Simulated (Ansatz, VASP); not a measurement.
## LiC2: VASP beside Ansatz

```xyz
3
Lattice="2.6800 0.0000 0.0000 -1.3400 2.3209 0.0000 0.0000 0.0000 4.2247" Properties=species:S:1:pos:R:3 pbc="T T T"
Li    0.0000    0.0000    0.0000
C     1.3400    0.7736    3.0627
C     1.3400    0.7736    1.1619
```

Alike in both runs: task relaxation of cell and atoms; functional PBE; k mesh 6 × 6 × 4; occupations gaussian, width 0.1 eV; no spin polarisation.

|  | VASP | Ansatz |
| --- | --- | --- |
| version | VASP 6.6.1 | Ansatz 0.2.0 |
| potentials or method | VASP PAW PBE potentials, release 64 (Li_sv, C_h), cutoff 1300 eV | scalar-relativistic, plane waves, PAW |
| valence electrons in the cell | 11 | 11 |

|  | VASP | Ansatz | Ansatz less VASP |
| --- | --- | --- | --- |
| gap on the k mesh at the Fermi level, each at its own relaxed structure (eV) | none | none | - |
| relaxed volume (Å³/atom) | 11.91 | 11.99 | +0.074 |
| relaxed length of the cell vector where the two differ most in proportion (Å) | 3.111 | 3.126 | +0.0148 |

A gap of «none» marks a metal or a gap that the smearing closes.

The k mesh is coarse, so the values compare programs but aren't converged. Noted on VASP's run: the volume moved by over 15 % at a fixed basis, so the end points are rough.
